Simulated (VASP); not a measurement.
# Ir in VASP: single point with PBE

Aim: the single point of Ir with PBE.

Everything below comes from runs of VASP 6.6.1. Logs are shortened: lines on timing, memory, paths and dates and some standing lists are left out, and cuts for length are marked.

### Step 1. The cell of the first run

The typed cell holds 4 atoms: a = 2.747 Å, b = 2.747 Å, c = 7.682 Å, α = 90.00°, β = 90.00°, γ = 89.96°.

### Step 2. Single point, PBE

INCAR

```
ALGO     = Normal         # electronic algorithm
EDIFF    = 1E-6           # SCF threshold, eV
ENCUT    = 520            # plane-wave cutoff, eV
GGA      = PE             # functional
ISIF     = 2              # what is computed and relaxed
ISMEAR   = 0              # smearing method
LASPH    = T              # aspherical terms in the spheres
LCHARG   = T              # write CHGCAR
LELF     = T              # ELF
LREAL    = F              # projectors in reciprocal space
LVHAR    = T            
LWAVE    = F              # write WAVECAR
NBANDS   = 26             # bands
NELM     = 80             # most SCF steps
PREC     = Accurate       # precision mode
SIGMA    = 0.1            # smearing width, eV
```

KPOINTS

```
k-points
0
Gamma
  6 6 4
```

POSCAR

```
Ir
1.0
    1.9429497829     -1.9415016196      0.0000000000
    1.9429497829      1.9415016196      0.0000000000
    0.0000000000      0.0000000000      7.6817062356
Ir
4
Direct
    0.7500039939      0.2499960061      0.1249902572
    0.7499960061      0.2500039939      0.6249902572
    0.2499960061      0.7500039939      0.8750097428
    0.2500039939      0.7499960061      0.3750097428
```

Potentials or basis: VASP PAW PBE potentials, release 64 (Ir).

On the command line:

```
$ cat potpaw_PBE.64/Ir/POTCAR > POTCAR
$ mpirun -np 1 vasp_std > vasp.out
```

OUTCAR:

```text
EDIFF = 1E-6
   ENCUT = 520
   GGA = PE
   ISIF = 2
   ISMEAR = 0
   LASPH = T
   LREAL = F
   NELM = 80
   PREC = Accurate

 ion  position               nearest neighbor table
   1  0.750  0.250  0.125-   3 2.73   3 2.73   4 2.73   4 2.73   3 2.73   3 2.73   4 2.73   4 2.73

   2  0.750  0.250  0.625-   4 2.73   4 2.73   3 2.73   3 2.73   4 2.73   4 2.73   3 2.73   3 2.73

   3  0.250  0.750  0.875-   1 2.73   1 2.73   2 2.73   2 2.73   1 2.73   1 2.73   2 2.73   2 2.73

   4  0.250  0.750  0.375-   2 2.73   2 2.73   1 2.73   1 2.73   2 2.73   2 2.73   1 2.73   1 2.73

  LATTYP: Found a base centered orthorhombic cell.
 ALAT       =     3.8830032392
 B/A-ratio  =     1.0007458986
 C/A-ratio  =     1.9782899376

  Lattice vectors:

 A1 = (  -1.9429497829,  -1.9415016196,   0.0000000000)
 A2 = (   1.9429497829,  -1.9415016196,   0.0000000000)
 A3 = (   0.0000000000,   0.0000000000,   7.6817062356)

Analysis of symmetry for initial positions (statically):
=====================================================================
 Subroutine PRICEL returns:
 Original cell was already a primitive cell.

 Routine SETGRP: Setting up the symmetry group for a
 base centered orthorhombic supercell.

 Subroutine GETGRP returns: Found  8 space group operations
 (whereof  4 operations were pure point group operations)
 out of a pool of  8 trial point group operations.

The static configuration has the point symmetry C_2h.
 The point group associated with its full space group is D_2h.

Analysis of symmetry for dynamics (positions and initial velocities):
=====================================================================
 Subroutine PRICEL returns:
 Original cell was already a primitive cell.

 Routine SETGRP: Setting up the symmetry group for a
 base centered orthorhombic supercell.

 Subroutine GETGRP returns: Found  8 space group operations
 (whereof  4 operations were pure point group operations)
 out of a pool of  8 trial point group operations.

The dynamic configuration has the point symmetry C_2h.
 The point group associated with its full space group is D_2h.

 Subroutine INISYM returns: Found  8 space group operations
 (whereof  4 operations are pure point group operations),
 and found     1 'primitive' translations

----------------------------------------------------------------------------------------

                                     Primitive cell

  volume of cell :      57.9545

  direct lattice vectors                    reciprocal lattice vectors
     1.942949783 -1.941501620  0.000000000     0.257340671 -0.257532621  0.000000000
     1.942949783  1.941501620  0.000000000     0.257340671  0.257532621  0.000000000
     0.000000000  0.000000000  7.681706236     0.000000000  0.000000000  0.130179412

  length of vectors
     2.746722119  2.746722119  7.681706236     0.364070421  0.364070421  0.130179412

  position of ions in fractional coordinates (direct lattice)
     0.750003994  0.249996006  0.124990257
     0.749996006  0.250003994  0.624990257
     0.249996006  0.750003994  0.875009743
     0.250003994  0.749996006  0.375009743

  ion indices of the primitive-cell ions
   primitive index   ion index
                 1           1
                 2           2
                 3           3
                 4           4

----------------------------------------------------------------------------------------

 KPOINTS: k-points

Automatic generation of k-mesh.
 Grid dimensions read from file:
 generate k-points for:    6    6    4

 Generating k-lattice:

  Cartesian coordinates                     Fractional coordinates (reciprocal lattice)
     0.042890112 -0.042922103  0.000000000     0.166666667  0.000000000  0.000000000
     0.042890112  0.042922103  0.000000000     0.000000000  0.166666667  0.000000000
     0.000000000  0.000000000  0.032544853     0.000000000  0.000000000  0.250000000

  Length of vectors
     0.060678403  0.060678403  0.032544853

  Shift w.r.t. Gamma in fractional coordinates (k-lattice)
     0.000000000  0.000000000  0.000000000

 Subroutine IBZKPT returns following result:
 ===========================================

 Found     39 irreducible k-points:

 Following reciprocal coordinates:
            Coordinates               Weight
  0.000000  0.000000  0.000000      1.000000
  0.166667  0.000000  0.000000      4.000000
  0.333333  0.000000  0.000000      4.000000
  0.500000  0.000000  0.000000      2.000000
  0.166667  0.166667  0.000000      2.000000
  0.333333  0.166667  0.000000      4.000000
[... 16 lines left out ...]
  0.333333  0.333333  0.250000      4.000000
  0.500000  0.333333  0.250000      8.000000
 [... further k-points ...]
   k-points           NKPTS =     39   k-points in BZ     NKDIM =     39   number of bands    NBANDS=     26
   number of dos      NEDOS =    301   number of ions     NIONS =      4
   total plane-waves  NPLWV =  24000
   dimension x,y,z NGX =    20 NGY =   20 NGZ =   60
   dimension x,y,z NGXF=    40 NGYF=   40 NGZF=  120
   ions per type =               4
   NGX,Y,Z   is equivalent  to a cutoff of  12.11, 12.11, 12.99 a.u.
   NGXF,Y,Z  is equivalent  to a cutoff of  24.21, 24.21, 25.97 a.u.
 SYSTEM =  unknown system
   PREC   = accura    normal or accurate (medium, high low for compatibility)
   ISTART =      0    job   : 0-new  1-cont  2-samecut
   ICHARG =      2    charge: 1-file 2-atom 10-const
   ISPIN  =      1    spin polarized calculation?
   LNONCOLLINEAR =      F non collinear calculations
   LSORBIT =      F    spin-orbit coupling
   LASPH  =      T    aspherical Exc in radial PAW
   ENCUT  =  520.0 eV  38.22 Ry    6.18 a.u.   5.11  5.11 14.28*2*pi/ulx,y,z
   NELM   =     80;   NELMIN=  2; NELMDL= -5     # of ELM steps
   EDIFF  = 0.1E-05   stopping-criterion for ELM
   LREAL  =      F    real-space projection
   EDIFFG = 0.1E-04   stopping-criterion for IOM
   NSW    =      0    number of steps for IOM
   IBRION =     -1    ionic relax: 0-MD 1-quasi-New 2-CG
   NFREE  =      0    steps in history (QN), initial steepest desc. (CG)
   ISIF   =      2    stress and relaxation
   ISYM   =      2    0-nonsym 1-usesym 2-fastsym
   POTIM  = 0.5000    time-step for ionic-motion
   TEBEG  =    0.0;   TEEND  =   0.0 temperature during run
   PSTRESS=    0.0 pullay stress
   NELECT =      36.0000    total number of electrons
   NUPDOWN=      -1.0000    fix difference up-down
   EMIN   =  10.00;   EMAX   =-10.00  energy-range for DOS
   EFERMI =   0.00;   METHOD = LEGACY
   ISMEAR =     0;   SIGMA  =   0.10  broadening in eV -4-tet -1-fermi 0-gaus
   EFERMI_NEDOS =   21; number of points for ismear=-14 and -15
   IALGO  =     38    algorithm
   IMIX   =      4    mixing-type and parameters
     AMIX     =   0.40;   BMIX     =  1.00
     AMIX_MAG =   1.60;   BMIX_MAG =  1.00
  volume/ion in A,a.u.               =      14.49        97.77
  Fermi-wavevector in a.u.,A,eV,Ry     =   1.396840  2.639645 26.547170  1.951162
  Thomas-Fermi vector in A             =   2.520155
   LORBIT       =      0    0 simple, 1 ext, 2 COOP (PROOUT), +10 PAW based schemes
   GGA     = PE    functional components
   LHFCALC =     F    Hartree Fock is set to
   AEXX    =    0.0000 exact exchange contribution
   IVDW    =     0    specifies the selected vdW correction
   LEPSILON=     F    determine dielectric tensor
   LRPA    =     F    only Hartree local field effects (RPA)
 non-spin polarized calculation
 Gauss-broadening in eV      SIGMA  =   0.10
  energy-cutoff  :      520.00
  volume of cell :       57.95
 maximum number of plane-waves:      1576
   NGX = 11   NGY = 11   NGZ = 29

 number of electron      35.9999999 magnetization

 Free energy of the ion-electron system (eV)
  ---------------------------------------------------
  ext. energy  EPLUGINS =         0.00000000
  ---------------------------------------------------
  free energy    TOTEN  =       -35.39073581 eV

  energy without entropy =      -35.37758352  energy(sigma->0) =      -35.38415967

 E-fermi :   9.8871     XC(G=0): -13.8483

 val. band max:        9.8816768431   @ k =  -0.3333   0.3333   0.2500
 cond. band min:       9.9039525614   @ k =   0.1667   0.0000   0.0000
 fundamental gap:      0.0222757183
 Fermi energy:         9.8870701863

 k-point     1 :       0.0000    0.0000    0.0000
  band No.  band energies     occupation
      1      -0.8669      2.00000
      2       2.0987      2.00000
      3       2.0992      2.00000
      4       2.3597      2.00000
      5       2.9308      2.00000
      6       4.4068      2.00000
[... 18 lines left out ...]
     25      20.3743      0.00000
     26      21.4468      0.00000

 k-point     2 :       0.1667    0.0000    0.0000
  band No.  band energies     occupation
      1      -0.0948      2.00000
      2       2.4755      2.00000
      3       2.4759      2.00000
      4       2.8594      2.00000
      5       3.5140      2.00000
      6       4.8358      2.00000
[... 18 lines left out ...]
     25      17.7907      0.00000
     26      21.7194      0.00000

 k-point     3 :       0.3333    0.0000    0.0000
  band No.  band energies     occupation
      1       1.8469      2.00000
      2       2.3796      2.00000
      3       2.3796      2.00000
      4       3.7896      2.00000
      5       4.8180      2.00000
      6       5.1929      2.00000
[... 18 lines left out ...]
     25      19.2316      0.00000
     26      19.2319      0.00000

 k-point     4 :       0.5000    0.0000    0.0000
  band No.  band energies     occupation
      1       2.1454      2.00000
      2       2.1454      2.00000
      3       3.8321      2.00000
      4       3.8321      2.00000
      5       5.2300      2.00000
      6       5.2300      2.00000
[... 18 lines left out ...]
     25      17.0157      0.00000
     26      17.0157      0.00000

 k-point     5 :       0.1667    0.1667    0.0000
  band No.  band energies     occupation
      1       0.6293      2.00000
      2       3.0831      2.00000
      3       3.0835      2.00000
      4       3.4088      2.00000
      5       3.9945      2.00000
      6       4.8708      2.00000
[... 18 lines left out ...]
     25      18.3219      0.00000
     26      20.3932      0.00000

 k-point     6 :       0.3333    0.1667    0.0000
  band No.  band energies     occupation
      1       2.3178      2.00000
      2       3.1191      2.00000
      3       3.1191      2.00000
      4       4.1699      2.00000
      5       4.4720      2.00000
      6       5.0042      2.00000
[... 427 lines left out ...]
 k-point    21 :      -0.3333    0.1667    0.2500
  band No.  band energies     occupation
      1       2.3850      2.00000
      2       2.8077      2.00000
      3       3.5100      2.00000
      4       4.3114      2.00000
      5       4.5589      2.00000
      6       4.6461      2.00000
[... 18 lines left out ...]
     25      17.4869      0.00000
     26      18.2794      0.00000

 k-point    22 :      -0.1667    0.1667    0.2500
  band No.  band energies     occupation
      1       0.8175      2.00000
      2       2.1552      2.00000
      3       3.5384      2.00000
      4       3.8299      2.00000
      5       4.0608      2.00000
      6       4.5426      2.00000
[... 18 lines left out ...]
     25      19.2832      0.00000
     26      20.9492      0.00000

 k-point    23 :       0.3333    0.3333    0.2500
  band No.  band energies     occupation
      1       2.8797      2.00000
      2       3.4318      2.00000
      3       3.6919      2.00000
      4       3.8797      2.00000
      5       4.1601      2.00000
      6       4.1720      2.00000
[... 18 lines left out ...]
     25      17.1707      0.00000
     26      20.2098      0.00000

 k-point    24 :       0.5000    0.3333    0.2500
  band No.  band energies     occupation
      1       2.9052      2.00000
      2       2.9063      2.00000
      3       3.5349      2.00000
      4       3.5357      2.00000
      5       3.7506      2.00000
      6       3.7509      2.00000
[... 18 lines left out ...]
     25      17.1901      0.00000
     26      17.1997      0.00000

 [... further k-points ...]
[... 5 lines left out ...]
  --------------------------------------------------------------------------------------
  -------------------------------------------------------------------------------------
  Total        0.1728600      0.2755482      0.2109833      0.0000000     -0.0000000      0.0000000
  in kB        4.7787918      7.6176528      5.8327265      0.0000000     -0.0000000      0.0000000
  external PRESSURE =       6.0763904 kB  Pullay stress =       0.0000000 kB

 VOLUME and BASIS-vectors are now :
 -----------------------------------------------------------------------------
  energy-cutoff  :      520.00
  volume of cell :       57.95
      direct lattice vectors                 reciprocal lattice vectors
     1.942949783 -1.941501620  0.000000000     0.257340671 -0.257532621  0.000000000
     1.942949783  1.941501620  0.000000000     0.257340671  0.257532621  0.000000000
     0.000000000  0.000000000  7.681706236     0.000000000  0.000000000  0.130179412

 POSITION                                       TOTAL-FORCE (eV/Angst)
 -----------------------------------------------------------------------------------
      1.94295     -0.97077      0.96014         0.000000      0.000146      0.001569
      1.94295     -0.97074      4.80099         0.000000     -0.000146      0.001569
      1.94295      0.97077      6.72157         0.000000     -0.000146     -0.001569
      1.94295      0.97074      2.88071         0.000000      0.000146     -0.001569
 -----------------------------------------------------------------------------------
    total drift:                                0.000000     -0.000000      0.000000

  FREE ENERGIE OF THE ION-ELECTRON SYSTEM (eV)
  ---------------------------------------------------
  free  energy   TOTEN  =       -35.3907358134 eV

  energy  without entropy=      -35.3775835245  energy(sigma->0) =      -35.38415967
```

Wall time 67 s (1 thread of Intel Xeon 8259CL, shared host); peak memory 0.19 GiB.

What came out:

* Free energy: -35.3907 eV
* Pressure: 0.6 GPa
* Band gap on the k mesh: zero (bands 18 and 19 overlap by 2.43 eV)

Caveat: the k points lie up to 0.38 Å⁻¹ apart, too coarse for converged energies and pressures of a metal; spin-orbit coupling is left out, which moves the levels of the heavy elements.
